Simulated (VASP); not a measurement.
A run of VASP 6.6.1:

The input INCAR:

```
PREC = Accurate
ENCUT = 520
EDIFF = 1E-7
ISMEAR = 0
SIGMA = 0.1
LREAL = False
LASPH = True
NELM = 100
ALGO = Normal
ISIF = 2
LWAVE = False
LCHARG = False
GGA = PS
NBANDS = 38
```

File KPOINTS:

```
regular mesh
0
Gamma
  6 6 6
```

Contents of POSCAR:

```
InP3
1.0
    3.6230565168      2.0917726552      3.0332257015
   -3.6230565168      2.0917726552      3.0332257015
    0.0000000000     -4.1835453105      3.0332257015
In P
2 6
Direct
    0.2813303362      0.2813303362      0.2813303362
    0.7186696638      0.7186696638      0.7186696638
    0.7876059563      0.2347757589      0.7876059563
    0.7876059563      0.7876059563      0.2347757589
    0.2347757589      0.7876059563      0.7876059563
    0.2123940437      0.7652242411      0.2123940437
    0.7652242411      0.2123940437      0.2123940437
    0.2123940437      0.2123940437      0.7652242411
```

Potentials or basis: VASP PAW PBE potentials, release 64 (In_d, P).

The run is started by

```bash
$ cat potpaw_PBE.64/In_d/POTCAR potpaw_PBE.64/P/POTCAR > POTCAR
$ mpirun -np 1 vasp_std > vasp.out
```

Hardware: 1 thread of Intel(R) Xeon(R) 6975P-C (Granite Rapids), on a shared host.

Q: How long does it take, and how much memory?

A: It took 74 s on 1 thread of Intel(R) Xeon(R) 6975P-C (Granite Rapids), on a shared host, peak memory 0.3 GiB. Counts: scf iterations 16, k points 32.
